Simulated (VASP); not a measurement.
# SrO (P6_3/mmc) in VASP: a series of runs, part 2 of 2

VASP 6.6.1. The steps go on from the part before.

**3. Single point, PBE (volume changed by -3%)**

File INCAR:

```
SYSTEM = SrO
PREC = Accurate ; ENCUT = 520
EDIFF = 1E-6 ; ISMEAR = 0
SIGMA = 0.01 ; LREAL = .FALSE.
LASPH = .TRUE. ; NELM = 80
ALGO = Normal ; ISIF = 2
LWAVE = .FALSE. ; LCHARG = .FALSE.
GGA = PE ; NBANDS = 24
```

File KPOINTS:

```
regular mesh
0
G
  6 6 4
  0 0 0
```

File POSCAR:

```
SrO
1.0
    3.5526408379      0.0000000000      0.0000000000
   -1.7763204190      3.0766772162      0.0000000000
    0.0000000000      0.0000000000      6.2440201372
Sr O
2 2
Direct
    0.0000000000      0.0000000000      0.0000000000
    0.0000000000      0.0000000000      0.5000000000
    0.3333333333      0.6666666667      0.2500000000
    0.6666666667      0.3333333333      0.7500000000
```

Potentials or basis: VASP PAW PBE potentials, release 64 (Sr_sv, O).

Launch:

```sh
> cat potpaw_PBE.64/Sr_sv/POTCAR potpaw_PBE.64/O/POTCAR > POTCAR
> mpirun -np 1 vasp_std > vasp.out
```

OUTCAR:

```text
SYSTEM = SrO
   PREC = Accurate
   ENCUT = 520
   EDIFF = 1E-6
   ISMEAR = 0
   LREAL = .FALSE.
   LASPH = .TRUE.
   NELM = 80
   ISIF = 2
   GGA = PE

 ion  position               nearest neighbor table
   1  0.000  0.000  0.000-   3 2.58   4 2.58   4 2.58   3 2.58   4 2.58   3 2.58   2 3.12   2 3.12
                             2 4.73   2 4.73   2 4.73   2 4.73   2 4.73   2 4.73   2 4.73   2 4.73
   2  0.000  0.000  0.500-   3 2.58   4 2.58   4 2.58   3 2.58   4 2.58   3 2.58   1 3.12   1 3.12
                             1 4.73   1 4.73   1 4.73   1 4.73   1 4.73   1 4.73   1 4.73   1 4.73
   3  0.333  0.667  0.250-   1 2.58   2 2.58   1 2.58   2 2.58   1 2.58   2 2.58
   4  0.667  0.333  0.750-   1 2.58   2 2.58   1 2.58   2 2.58   1 2.58   2 2.58

  LATTYP: Found a hexagonal cell.
 ALAT       =     3.5526408379
 C/A-ratio  =     1.7575714580

  Lattice vectors:

 A1 = (   3.5526408379,   0.0000000000,   0.0000000000)
 A2 = (  -1.7763204190,   3.0766772162,   0.0000000000)
 A3 = (   0.0000000000,   0.0000000000,   6.2440201372)

Analysis of symmetry for initial positions (statically):
=====================================================================
 Subroutine PRICEL returns:
 Original cell was already a primitive cell.

 Routine SETGRP: Setting up the symmetry group for a
[... 175 lines left out ...]
 fundamental gap:      3.4166013416
 Fermi energy:         1.7975626657

 k-point     1 :       0.0000    0.0000    0.0000
  band No.  band energies     occupation
      1     -31.0757      2.00000
      2     -30.8594      2.00000
      3     -15.3271      2.00000
      4     -13.3995      2.00000
      5     -12.7069      2.00000
      6     -12.7069      2.00000
[... 556 lines left out ...]
     23      10.4227      0.00000
     24      10.4227      0.00000

------------------------ aborting loop because EDIFF is reached ----------------------------------------

  FORCE on cell =-STRESS in cart. coord.  units (eV):
  Direction    XX          YY          ZZ          XY          YZ          ZX
  --------------------------------------------------------------------------------------
  -------------------------------------------------------------------------------------
  Total        1.3284878      1.3284878      1.5372607     -0.0000000     -0.0000000      0.0000000
  in kB       31.1867865     31.1867865     36.0878144     -0.0000000     -0.0000000      0.0000000
  external PRESSURE =      32.8204625 kB  Pullay stress =       0.0000000 kB

 VOLUME and BASIS-vectors are now :
 -----------------------------------------------------------------------------
  energy-cutoff  :      520.00
  volume of cell :       68.25
      direct lattice vectors                 reciprocal lattice vectors
     3.552640838  0.000000000  0.000000000     0.281480748  0.162512986  0.000000000
    -1.776320419  3.076677216  0.000000000     0.000000000  0.325025971  0.000000000
     0.000000000  0.000000000  6.244020137     0.000000000  0.000000000  0.160153231

 POSITION                                       TOTAL-FORCE (eV/Angst)
 -----------------------------------------------------------------------------------
      0.00000      0.00000      0.00000        -0.000000      0.000000      0.000000
      0.00000      0.00000      3.12201        -0.000000      0.000000      0.000000
     -0.00000      2.05112      1.56101        -0.000000     -0.000000     -0.000000
      1.77632      1.02556      4.68302         0.000000      0.000000     -0.000000
 -----------------------------------------------------------------------------------
    total drift:                                0.000000     -0.000000      0.000000

  FREE ENERGIE OF THE ION-ELECTRON SYSTEM (eV)
  ---------------------------------------------------
  free  energy   TOTEN  =       -23.4751223123 eV

  energy  without entropy=      -23.4751223123  energy(sigma->0) =      -23.47512231
```

Wall time 30 s (1 thread of Intel Xeon Platinum 8488C (Sapphire Rapids), shared host); peak memory 0.19 GiB.

Results:

* Free energy: -23.4751 eV
* Pressure: 3.3 GPa
* Band gap on the k mesh: 3.42 eV, direct

Stress tensor (GPa, compression positive):
```
3.12 0.00 0.00
0.00 3.12 0.00
0.00 0.00 3.61
```

Caveat: the cell differs from its parent crystal (volume changed by -3%).

**4. Single point, PBE**

This run uses another cell than the first one, of 17.59 Å³/atom, 1.064 times its volume.

File INCAR:

```
SYSTEM = SrO
ALGO = Normal
EDIFF = 1E-6
ENCUT = 520
GGA = PE
ISIF = 2
ISMEAR = 0
LASPH = .True.
LCHARG = .False.
LREAL = .False.
LWAVE = .False.
NBANDS = 24
NELM = 100
PREC = Accurate
SIGMA = 0.01
```

File KPOINTS:

```
k-points
0
Gamma
  6 6 4
  0 0 0
```

File POSCAR:

```
SrO
1.0
    3.5888947790      0.0000000000      0.0000000000
   -1.7944473895      3.1080740501      0.0000000000
    0.0000000000      0.0000000000      6.3077390293
Sr O
2 2
Direct
    0.0000000000      0.0000000000      0.0000000000
    0.0000000000      0.0000000000      0.5000000000
    0.3333333333      0.6666666667      0.2500000000
    0.6666666667      0.3333333333      0.7500000000
```

Potentials or basis: VASP PAW PBE potentials, release 64 (Sr_sv, O).

Launch:

```sh
> cat potpaw_PBE.64/Sr_sv/POTCAR potpaw_PBE.64/O/POTCAR > POTCAR
> mpirun -np 1 vasp_std > vasp.out
```

OUTCAR:

```text
SYSTEM = SrO
   EDIFF = 1E-6
   ENCUT = 520
   GGA = PE
   ISIF = 2
   ISMEAR = 0
   LASPH = .True.
   LREAL = .False.
   NELM = 100
   PREC = Accurate

 ion  position               nearest neighbor table
   1  0.000  0.000  0.000-   3 2.60   4 2.60   3 2.60   4 2.60   4 2.60   3 2.60   2 3.15   2 3.15
                             2 4.78   2 4.78   2 4.78   2 4.78   2 4.78   2 4.78   2 4.78   2 4.78
   2  0.000  0.000  0.500-   3 2.60   4 2.60   3 2.60   4 2.60   4 2.60   3 2.60   1 3.15   1 3.15
                             1 4.78   1 4.78   1 4.78   1 4.78   1 4.78   1 4.78   1 4.78   1 4.78
   3  0.333  0.667  0.250-   1 2.60   2 2.60   1 2.60   2 2.60   1 2.60   2 2.60
   4  0.667  0.333  0.750-   1 2.60   2 2.60   1 2.60   2 2.60   1 2.60   2 2.60

  LATTYP: Found a hexagonal cell.
 ALAT       =     3.5888947790
 C/A-ratio  =     1.7575714580

  Lattice vectors:

 A1 = (   3.5888947790,   0.0000000000,   0.0000000000)
 A2 = (  -1.7944473895,   3.1080740501,   0.0000000000)
 A3 = (   0.0000000000,   0.0000000000,   6.3077390293)

Analysis of symmetry for initial positions (statically):
=====================================================================
 Subroutine PRICEL returns:
 Original cell was already a primitive cell.

 Routine SETGRP: Setting up the symmetry group for a
 hexagonal supercell.

 Subroutine GETGRP returns: Found 24 space group operations
 (whereof 12 operations were pure point group operations)
 out of a pool of 24 trial point group operations.

The static configuration has the point symmetry D_3d.
 The point group associated with its full space group is D_6h.

Analysis of symmetry for dynamics (positions and initial velocities):
=====================================================================
 Subroutine PRICEL returns:
 Original cell was already a primitive cell.

 Routine SETGRP: Setting up the symmetry group for a
 hexagonal supercell.

 Subroutine GETGRP returns: Found 24 space group operations
 (whereof 12 operations were pure point group operations)
 out of a pool of 24 trial point group operations.

The dynamic configuration has the point symmetry D_3d.
 The point group associated with its full space group is D_6h.

 Subroutine INISYM returns: Found 24 space group operations
 (whereof 12 operations are pure point group operations),
 and found     1 'primitive' translations

----------------------------------------------------------------------------------------

                                     Primitive cell

  volume of cell :      70.3600

  direct lattice vectors                    reciprocal lattice vectors
     3.588894779  0.000000000  0.000000000     0.278637314  0.160871328  0.000000000
    -1.794447389  3.108074050  0.000000000     0.000000000  0.321742656  0.000000000
     0.000000000  0.000000000  6.307739029     0.000000000  0.000000000  0.158535411

  length of vectors
     3.588894779  3.588894779  6.307739029     0.321742656  0.321742656  0.158535411

  position of ions in fractional coordinates (direct lattice)
     0.000000000  0.000000000  0.000000000
[... 30 lines left out ...]
     0.000000000  0.000000000  0.000000000

 Subroutine IBZKPT returns following result:
 ===========================================

 Found     21 irreducible k-points:

 Following reciprocal coordinates:
            Coordinates               Weight
  0.000000  0.000000  0.000000      1.000000
  0.166667  0.000000  0.000000      6.000000
  0.333333  0.000000  0.000000      6.000000
  0.500000  0.000000  0.000000      3.000000
  0.166667  0.166667  0.000000      6.000000
  0.333333  0.166667  0.000000     12.000000
[... 13 lines left out ...]
  0.333333  0.166667  0.500000     12.000000
  0.333333  0.333333  0.500000      2.000000
   k-points           NKPTS =     21   k-points in BZ     NKDIM =     21   number of bands    NBANDS=     24
   number of dos      NEDOS =    301   number of ions     NIONS =      4
   total plane-waves  NPLWV =  37632
   dimension x,y,z NGX =    28 NGY =   28 NGZ =   48
   dimension x,y,z NGXF=    56 NGYF=   56 NGZF=   96
   ions per type =               2   2
   NGX,Y,Z   is equivalent  to a cutoff of  12.97, 12.97, 12.65 a.u.
   NGXF,Y,Z  is equivalent  to a cutoff of  25.94, 25.94, 25.30 a.u.
 SYSTEM =  SrO
   PREC   = accura    normal or accurate (medium, high low for compatibility)
   ISTART =      0    job   : 0-new  1-cont  2-samecut
   ICHARG =      2    charge: 1-file 2-atom 10-const
   ISPIN  =      1    spin polarized calculation?
   LNONCOLLINEAR =      F non collinear calculations
   LSORBIT =      F    spin-orbit coupling
   LASPH  =      T    aspherical Exc in radial PAW
   ENCUT  =  520.0 eV  38.22 Ry    6.18 a.u.   6.67  6.67 11.73*2*pi/ulx,y,z
   NELM   =    100;   NELMIN=  2; NELMDL= -5     # of ELM steps
   EDIFF  = 0.1E-05   stopping-criterion for ELM
   LREAL  =      F    real-space projection
   EDIFFG = 0.1E-04   stopping-criterion for IOM
   NSW    =      0    number of steps for IOM
   IBRION =     -1    ionic relax: 0-MD 1-quasi-New 2-CG
   NFREE  =      0    steps in history (QN), initial steepest desc. (CG)
   ISIF   =      2    stress and relaxation
   ISYM   =      2    0-nonsym 1-usesym 2-fastsym
   POTIM  = 0.5000    time-step for ionic-motion
   TEBEG  =    0.0;   TEEND  =   0.0 temperature during run
   PSTRESS=    0.0 pullay stress
   NELECT =      32.0000    total number of electrons
   NUPDOWN=      -1.0000    fix difference up-down
   EMIN   =  10.00;   EMAX   =-10.00  energy-range for DOS
   EFERMI =   0.00;   METHOD = LEGACY
   ISMEAR =     0;   SIGMA  =   0.01  broadening in eV -4-tet -1-fermi 0-gaus
   EFERMI_NEDOS =   21; number of points for ismear=-14 and -15
   IALGO  =     38    algorithm
   IMIX   =      4    mixing-type and parameters
     AMIX     =   0.40;   BMIX     =  1.00
     AMIX_MAG =   1.60;   BMIX_MAG =  1.00
  volume/ion in A,a.u.               =      17.59       118.70
  Fermi-wavevector in a.u.,A,eV,Ry     =   1.258972  2.379113 21.565392  1.585012
  Thomas-Fermi vector in A             =   2.392555
   LORBIT       =      0    0 simple, 1 ext, 2 COOP (PROOUT), +10 PAW based schemes
   GGA     = PE    functional components
   LHFCALC =     F    Hartree Fock is set to
   AEXX    =    0.0000 exact exchange contribution
   IVDW    =     0    specifies the selected vdW correction
   LEPSILON=     F    determine dielectric tensor
   LRPA    =     F    only Hartree local field effects (RPA)
 non-spin polarized calculation
 Gauss-broadening in eV      SIGMA  =   0.01
  energy-cutoff  :      520.00
  volume of cell :       70.36
 maximum number of plane-waves:      1943
 NGX is ok and might be reduce to    28
   NGX = 13   NGY = 13   NGZ = 23

 number of electron      32.0000000 magnetization

 Free energy of the ion-electron system (eV)
  ---------------------------------------------------
  ext. energy  EPLUGINS =         0.00000000
  ---------------------------------------------------
  free energy    TOTEN  =       -23.50121941 eV

  energy without entropy =      -23.50121941  energy(sigma->0) =      -23.50121941

 E-fermi :   1.6572     XC(G=0):  -9.8553

 val. band max:        1.6107545702   @ k =   0.0000   0.0000   0.0000
 cond. band min:       4.9404521372   @ k =   0.0000   0.0000   0.0000
 fundamental gap:      3.3296975671
 Fermi energy:         1.6571883707

 k-point     1 :       0.0000    0.0000    0.0000
  band No.  band energies     occupation
      1     -31.3134      2.00000
      2     -31.1206      2.00000
      3     -15.3787      2.00000
      4     -13.5012      2.00000
      5     -12.9750      2.00000
      6     -12.9750      2.00000
[... 556 lines left out ...]
     23      10.0558      0.00000
     24      10.0558      0.00000

------------------------ aborting loop because EDIFF is reached ----------------------------------------

  FORCE on cell =-STRESS in cart. coord.  units (eV):
  Direction    XX          YY          ZZ          XY          YZ          ZX
  --------------------------------------------------------------------------------------
  -------------------------------------------------------------------------------------
  Total        0.2162933      0.2162933      0.2888855      0.0000000      0.0000000      0.0000000
  in kB        4.9252448      4.9252448      6.5782518      0.0000000      0.0000000      0.0000000
  external PRESSURE =       5.4762472 kB  Pullay stress =       0.0000000 kB

 VOLUME and BASIS-vectors are now :
 -----------------------------------------------------------------------------
  energy-cutoff  :      520.00
  volume of cell :       70.36
      direct lattice vectors                 reciprocal lattice vectors
     3.588894779  0.000000000  0.000000000     0.278637314  0.160871328  0.000000000
    -1.794447389  3.108074050  0.000000000     0.000000000  0.321742656  0.000000000
     0.000000000  0.000000000  6.307739029     0.000000000  0.000000000  0.158535411

 POSITION                                       TOTAL-FORCE (eV/Angst)
 -----------------------------------------------------------------------------------
      0.00000      0.00000      0.00000        -0.000000      0.000000      0.000000
      0.00000      0.00000      3.15387        -0.000000      0.000000      0.000000
     -0.00000      2.07205      1.57693         0.000000     -0.000000     -0.000000
      1.79445      1.03602      4.73080         0.000000      0.000000      0.000000
 -----------------------------------------------------------------------------------
    total drift:                                0.000000     -0.000000      0.000000

  FREE ENERGIE OF THE ION-ELECTRON SYSTEM (eV)
  ---------------------------------------------------
  free  energy   TOTEN  =       -23.5012194097 eV

  energy  without entropy=      -23.5012194097  energy(sigma->0) =      -23.50121941
```

It took 27 s on 1 thread of Intel Xeon Platinum 8488C (Sapphire Rapids), shared host; peak memory 0.19 GiB.

What came out:

```
Free energy            : -23.5012 eV
Pressure               : 0.5 GPa
Band gap on the k mesh : 3.33 eV, direct
```

Stress tensor (GPa, compression positive):
```
0.49 0.00 0.00
0.00 0.49 0.00
0.00 0.00 0.66
```

Levels at points of the mesh, in eV from the valence-band top:
```tsv
k point	band 14	band 15	band 16	band 17	band 18	band 19
(0.00, 0.00, 0.00)	-0.15	0.00	0.00	3.33	4.25	6.48
(0.50, 0.00, 0.00)	-0.58	-0.30	-0.11	3.63	5.65	6.72
(0.00, 0.00, 0.50)	-0.51	-0.51	-0.51	5.22	5.22	6.35
(0.50, 0.00, 0.50)	-0.83	-0.60	-0.60	4.78	4.78	7.96
```

A k mesh can miss the band edges. Expect the measured gap to be larger: semilocal functionals such as PBE lack the derivative discontinuity.

**5. Overview**

| cell | gap on the mesh (eV) | pressure (GPa) |
| --- | --- | --- |
| a = 3.516, b = 3.516, c = 6.179 Å, angles 90.0, 90.0, 120.0°, 4 atoms | 3.48 | 6.5 |
| a = 3.553, b = 3.553, c = 6.244 Å, angles 90.0, 90.0, 120.0°, 4 atoms | 3.42 | 3.3 |
| a = 3.589, b = 3.589, c = 6.308 Å, angles 90.0, 90.0, 120.0°, 4 atoms | 3.33 | 0.5 |

Alike in all rows: task single point; level PBE; potentials or basis VASP PAW PBE potentials, release 64 (Sr_sv, O); no spin polarisation; k mesh 6 × 6 × 4; cutoff (eV) 520; smearing gaussian 0.01 eV.

Total energies depend on the potentials used, so only differences within one code and one set of settings carry meaning.
